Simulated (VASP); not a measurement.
# ZnS in VASP: single point with PBE

Aim: the single point of ZnS with PBE.

All numbers are computed with VASP 6.6.1; they aren't measurements. Logs are shortened: lines on timing, memory, paths and dates and some standing lists are left out, and cuts for length are marked.

## Step 1: The cell of the first run

The cell holds a wire or tube with vacuum around it, 8 atoms: a = 13.100 Å, b = 14.700 Å, c = 5.443 Å, α = 90.00°, β = 90.00°, γ = 90.00°.

## Step 2: Single point, PBE, collinear spin

The input, INCAR:

```
SYSTEM = ZnS
PREC     = Accurate       ! precision mode
ENCUT    = 520            ! plane-wave cutoff, eV
EDIFF    = 1E-6           ! SCF threshold, eV
ISMEAR   = 0              ! smearing method
SIGMA    = 0.05           ! smearing width, eV
LREAL    = .False.        ! projectors in reciprocal space
LASPH    = .True.         ! aspherical terms in the spheres
NELM     = 150            ! most SCF steps
ALGO     = Normal         ! electronic algorithm
ISIF     = 2              ! what is computed and relaxed
LWAVE    = .False.        ! write WAVECAR
LCHARG   = .False.        ! write CHGCAR
ISPIN    = 2              ! spin polarisation
MAGMOM   = 0.3 0.3 0.3 0.3 0.3 0.3 0.3 0.3 ! initial moments
LORBIT   = 11             ! projections on sites
GGA      = PE             ! functional
NBANDS   = 50             ! bands
```

The input, KPOINTS:

```
Automatic mesh
0
Gamma
  1 1 6
  0 0 0
```

The input, POSCAR:

```
ZnS
1.0
   13.1000000000      0.0000000000      0.0000000000
    0.0000000000     14.7000000000      0.0000000000
    0.0000000000      0.0000000000      5.4429620548
Zn S
4 4
Direct
    0.6558099825      0.5000000000      0.7500000000
    0.4480633392      0.5000000000      0.2500000000
    0.4480633392      0.3148652362      0.7500000000
    0.4480633392      0.6851347638      0.7500000000
    0.5519366608      0.4074326181      0.0000000000
    0.5519366608      0.5925673819      0.5000000000
    0.3441900175      0.4074326181      0.5000000000
    0.3441900175      0.5925673819      0.0000000000
```

Potentials or basis: VASP PAW PBE potentials, release 64 (Zn, S).

The run is started by

```console
cat potpaw_PBE.64/Zn/POTCAR potpaw_PBE.64/S/POTCAR > POTCAR
mpirun -np 1 vasp_std > vasp.out
```

OUTCAR:

```text
SYSTEM = ZnS
   PREC = Accurate
   ENCUT = 520
   EDIFF = 1E-6
   ISMEAR = 0
   LREAL = .False.
   LASPH = .True.
   NELM = 150
   ISIF = 2
   ISPIN = 2
   LORBIT = 11
   GGA = PE

 ion  position               nearest neighbor table
   1  0.656  0.500  0.750-   5 2.36   6 2.36
   2  0.448  0.500  0.250-   5 2.36   6 2.36   7 2.36   8 2.36
   3  0.448  0.315  0.750-   5 2.36   7 2.36
   4  0.448  0.685  0.750-   6 2.36   8 2.36
   5  0.552  0.407  0.000-   2 2.36   3 2.36   1 2.36
   6  0.552  0.593  0.500-   2 2.36   4 2.36   1 2.36
   7  0.344  0.407  0.500-   2 2.36   3 2.36
   8  0.344  0.593  0.000-   2 2.36   4 2.36

  LATTYP: Found a simple orthorhombic cell.
 ALAT       =     5.4429620548
 B/A-ratio  =     2.4067777560
 C/A-ratio  =     2.7007353445

  Lattice vectors:

 A1 = (   0.0000000000,   0.0000000000,   5.4429620548)
 A2 = (  13.1000000000,   0.0000000000,   0.0000000000)
 A3 = (   0.0000000000,  14.7000000000,   0.0000000000)

Analysis of symmetry for initial positions (statically):
=====================================================================
 Subroutine PRICEL returns:
 Original cell was already a primitive cell.

 Routine SETGRP: Setting up the symmetry group for a
 simple orthorhombic supercell.

 Subroutine GETGRP returns: Found  2 space group operations
 (whereof  1 operations were pure point group operations)
 out of a pool of  8 trial point group operations.

The static configuration has the point symmetry C_1 .
 The point group associated with its full space group is C_2 .

Analysis of symmetry for dynamics (positions and initial velocities):
=====================================================================
 Subroutine PRICEL returns:
 Original cell was already a primitive cell.

 Routine SETGRP: Setting up the symmetry group for a
 simple orthorhombic supercell.

 Subroutine GETGRP returns: Found  2 space group operations
 (whereof  1 operations were pure point group operations)
 out of a pool of  8 trial point group operations.

The dynamic configuration has the point symmetry C_1 .
 The point group associated with its full space group is C_2 .

Analysis of structural, dynamic, and magnetic symmetry:
=====================================================================
 Subroutine PRICEL returns:
 Original cell was already a primitive cell.

 Routine SETGRP: Setting up the symmetry group for a
 simple orthorhombic supercell.

 Subroutine GETGRP returns: Found  2 space group operations
 (whereof  1 operations were pure point group operations)
 out of a pool of  8 trial point group operations.

The overall configuration has the point symmetry C_1 .
 The point group associated with its full space group is C_2 .

 Subroutine INISYM returns: Found  2 space group operations
 (whereof  1 operations are pure point group operations),
 and found     1 'primitive' translations

----------------------------------------------------------------------------------------

                                     Primitive cell

  volume of cell :    1048.1512

  direct lattice vectors                    reciprocal lattice vectors
    13.100000000  0.000000000  0.000000000     0.076335878  0.000000000  0.000000000
     0.000000000 14.700000000  0.000000000     0.000000000  0.068027211  0.000000000
     0.000000000  0.000000000  5.442962055     0.000000000  0.000000000  0.183723493

  length of vectors
    13.100000000 14.700000000  5.442962055     0.076335878  0.068027211  0.183723493

  position of ions in fractional coordinates (direct lattice)
     0.655809983  0.500000000  0.750000000
     0.448063339  0.500000000  0.250000000
     0.448063339  0.314865236  0.750000000
     0.448063339  0.685134764  0.750000000
     0.551936661  0.407432618  0.000000000
     0.551936661  0.592567382  0.500000000
     0.344190017  0.407432618  0.500000000
     0.344190017  0.592567382  0.000000000

  ion indices of the primitive-cell ions
   primitive index   ion index
                 1           1
                 2           2
                 3           3
[... 40 lines left out ...]
   total plane-waves  NPLWV = 439040
   dimension x,y,z NGX =    98 NGY =  112 NGZ =   40
   dimension x,y,z NGXF=   196 NGYF=  224 NGZF=   80
   ions per type =               4   4
   NGX,Y,Z   is equivalent  to a cutoff of  12.44, 12.67, 12.22 a.u.
   NGXF,Y,Z  is equivalent  to a cutoff of  24.87, 25.33, 24.43 a.u.
 SYSTEM =  ZnS
   PREC   = accura    normal or accurate (medium, high low for compatibility)
   ISTART =      0    job   : 0-new  1-cont  2-samecut
   ICHARG =      2    charge: 1-file 2-atom 10-const
   ISPIN  =      2    spin polarized calculation?
   LNONCOLLINEAR =      F non collinear calculations
   LSORBIT =      F    spin-orbit coupling
   LASPH  =      T    aspherical Exc in radial PAW
   ENCUT  =  520.0 eV  38.22 Ry    6.18 a.u.  24.36 27.33 10.12*2*pi/ulx,y,z
   NELM   =    150;   NELMIN=  2; NELMDL= -5     # of ELM steps
   EDIFF  = 0.1E-05   stopping-criterion for ELM
   LREAL  =      F    real-space projection
   EDIFFG = 0.1E-04   stopping-criterion for IOM
   NSW    =      0    number of steps for IOM
   IBRION =     -1    ionic relax: 0-MD 1-quasi-New 2-CG
   NFREE  =      0    steps in history (QN), initial steepest desc. (CG)
   ISIF   =      2    stress and relaxation
   ISYM   =      2    0-nonsym 1-usesym 2-fastsym
   POTIM  = 0.5000    time-step for ionic-motion
   TEBEG  =    0.0;   TEEND  =   0.0 temperature during run
   PSTRESS=    0.0 pullay stress
   NELECT =      72.0000    total number of electrons
   NUPDOWN=      -1.0000    fix difference up-down
   EMIN   =  10.00;   EMAX   =-10.00  energy-range for DOS
   EFERMI =   0.00;   METHOD = LEGACY
   ISMEAR =     0;   SIGMA  =   0.05  broadening in eV -4-tet -1-fermi 0-gaus
   EFERMI_NEDOS =   21; number of points for ismear=-14 and -15
   IALGO  =     38    algorithm
   IMIX   =      4    mixing-type and parameters
     AMIX     =   0.40;   BMIX     =  1.00
     AMIX_MAG =   1.60;   BMIX_MAG =  1.00
  volume/ion in A,a.u.               =     131.02       884.16
  Fermi-wavevector in a.u.,A,eV,Ry     =   0.670467  1.267000  6.116180  0.449527
  Thomas-Fermi vector in A             =   1.745994
   LORBIT       =     11    0 simple, 1 ext, 2 COOP (PROOUT), +10 PAW based schemes
   GGA     = PE    functional components
   LHFCALC =     F    Hartree Fock is set to
   AEXX    =    0.0000 exact exchange contribution
   IVDW    =     0    specifies the selected vdW correction
   LEPSILON=     F    determine dielectric tensor
   LRPA    =     F    only Hartree local field effects (RPA)
 spin polarized calculation
 Gauss-broadening in eV      SIGMA  =   0.05
  energy-cutoff  :      520.00
  volume of cell :     1048.15
 maximum number of plane-waves:     28288
 NGX is ok and might be reduce to    98
   NGX = 49   NGY = 55   NGZ = 21

 number of electron      72.0000000 magnetization       0.0001415

 number of electron      72.0000000 magnetization      -0.0000190

 Free energy of the ion-electron system (eV)
  ---------------------------------------------------
  ext. energy  EPLUGINS =         0.00000000
  ---------------------------------------------------
  free energy    TOTEN  =       -19.64655491 eV

  energy without entropy =      -19.64653566  energy(sigma->0) =      -19.64654528

 E-fermi :  -3.5996     XC(G=0):  -2.4823

 val. band max:       -3.7239874598   @ k =   0.0000   0.0000   0.5000
 cond. band min:      -3.4751356637   @ k =   0.0000   0.0000   0.0000
 fundamental gap:      0.2488517962
 Fermi energy:        -3.5995509970

 spin component 1

 k-point     1 :       0.0000    0.0000    0.0000
  band No.  band energies     occupation
      1     -16.1772      1.00000
      2     -15.7988      1.00000
      3     -14.8558      1.00000
      4     -14.6398      1.00000
      5     -10.8618      1.00000
      6     -10.8492      1.00000
[... 193 lines left out ...]
     47       1.9049      0.00000
     48       1.9772      0.00000
 Fermi energy:        -3.5995509970

 spin component 2

 k-point     1 :       0.0000    0.0000    0.0000
  band No.  band energies     occupation
      1     -16.1772      1.00000
      2     -15.7988      1.00000
      3     -14.8558      1.00000
      4     -14.6398      1.00000
      5     -10.8618      1.00000
      6     -10.8492      1.00000
[... 193 lines left out ...]
     47       1.9045      0.00000
     48       1.9769      0.00000
 [bands above 48 left out]

------------------------ aborting loop because EDIFF is reached ----------------------------------------

  FORCE on cell =-STRESS in cart. coord.  units (eV):
  Direction    XX          YY          ZZ          XY          YZ          ZX
  --------------------------------------------------------------------------------------
  -------------------------------------------------------------------------------------
  Total       -3.7972095     -7.1546494     -4.9353721      0.0000000      3.3897406      0.0000000
  in kB       -5.8043181    -10.9364156     -7.5440845      0.0000000      5.1814714      0.0000000
  external PRESSURE =      -8.0949394 kB  Pullay stress =       0.0000000 kB

 VOLUME and BASIS-vectors are now :
 -----------------------------------------------------------------------------
  energy-cutoff  :      520.00
  volume of cell :     1048.15
      direct lattice vectors                 reciprocal lattice vectors
    13.100000000  0.000000000  0.000000000     0.076335878  0.000000000  0.000000000
     0.000000000 14.700000000  0.000000000     0.000000000  0.068027211  0.000000000
     0.000000000  0.000000000  5.442962055     0.000000000  0.000000000  0.183723493

 POSITION                                       TOTAL-FORCE (eV/Angst)
 -----------------------------------------------------------------------------------
      8.59111      7.35000      4.08222        -1.837875      0.000000      0.000000
      5.86963      7.35000      1.36074        -0.717418      0.000000      0.000000
      5.86963      4.62852      4.08222        -0.379460      2.198176     -0.641340
      5.86963     10.07148      4.08222        -0.379460     -2.198176      0.641340
      7.23037      5.98926      0.00000         1.077647     -0.693091     -0.136583
      7.23037      8.71074      2.72148         1.077647      0.693091      0.136583
      4.50889      5.98926      2.72148         0.579459     -1.077592      0.173474
      4.50889      8.71074      0.00000         0.579459      1.077592     -0.173474
 -----------------------------------------------------------------------------------
    total drift:                                0.006992     -0.000000     -0.000021

  FREE ENERGIE OF THE ION-ELECTRON SYSTEM (eV)
  ---------------------------------------------------
  free  energy   TOTEN  =       -19.6465549053 eV

  energy  without entropy=      -19.6465356632  energy(sigma->0) =      -19.64654528

 total charge

# of ion       s       p       d       tot
------------------------------------------
    1        0.594   0.241   9.770  10.605
    2        0.521   0.448   9.779  10.749
    3        0.589   0.241   9.769  10.599
    4        0.589   0.241   9.769  10.599
    5        1.340   2.340   0.000   3.679
    6        1.340   2.340   0.000   3.679
    7        1.355   2.270   0.000   3.625
    8        1.355   2.270   0.000   3.625
--------------------------------------------------
tot          7.683  10.391  39.088  57.162

 magnetization (x)

# of ion       s       p       d       tot
------------------------------------------
    1       -0.000  -0.000   0.000  -0.000
    2        0.000   0.000   0.000   0.000
    3       -0.000   0.000   0.000  -0.000
    4       -0.000   0.000   0.000  -0.000
    5       -0.000   0.000   0.000   0.000
    6       -0.000   0.000   0.000   0.000
    7       -0.000   0.000   0.000   0.000
    8       -0.000   0.000   0.000   0.000
--------------------------------------------------
tot         -0.000   0.000   0.000   0.000
```

It took 12 min on 1 thread of Intel Xeon Platinum 8488C (Sapphire Rapids), shared host; peak memory 1.4 GiB.

Results:

```yaml
Free_energy: -19.6466 eV
Largest_force: 2.321 eV/Å
Band_gap_on_the_k_mesh: 0.25 eV (least direct gap 0.30 eV)
Net_moment: 0.00 μB per cell
Valence_electrons_inside_the_program's_atomic_spheres: Zn 10.61, 10.75, 10.60 (each value once); S 3.68, 3.62 (each value once)
```

Forces on the atoms (eV/Å):
```
Zn  -1.838  0.000  0.000
Zn  -0.717  0.000  0.000
Zn  -0.379  2.198 -0.641
Zn  -0.379 -2.198  0.641
S    1.078 -0.693 -0.137
S    1.078  0.693  0.137
S    0.579 -1.078  0.173
S    0.579  1.078 -0.173
```

Levels at points of the mesh, in eV from the valence-band top:
Spin up:
```
           k point  band 34  band 35  band 36  band 37  band 38  band 39
(0.00, 0.00, 0.00)    -0.74    -0.36    -0.05     0.25     1.15     1.16
(0.00, 0.00, 0.50)    -0.76    -0.36     0.00     0.62     0.73     1.33
```
Spin down:
| k point | band 32 | band 33 | band 34 | band 35 | band 36 | band 37 | band 38 | band 39 | band 40 | band 41 |
| --- | --- | --- | --- | --- | --- | --- | --- | --- | --- | --- |
| (0.00, 0.00, 0.00) | -1.12 | -1.10 | -0.74 | -0.36 | -0.05 | 0.25 | 1.15 | 1.16 | 3.14 | 3.41 |
| (0.00, 0.00, 0.50) | -1.03 | -0.90 | -0.76 | -0.36 | 0.00 | 0.62 | 0.73 | 1.33 | 2.90 | 3.71 |

Caveat: semilocal functionals underestimate gaps, and a narrow one can read as zero.
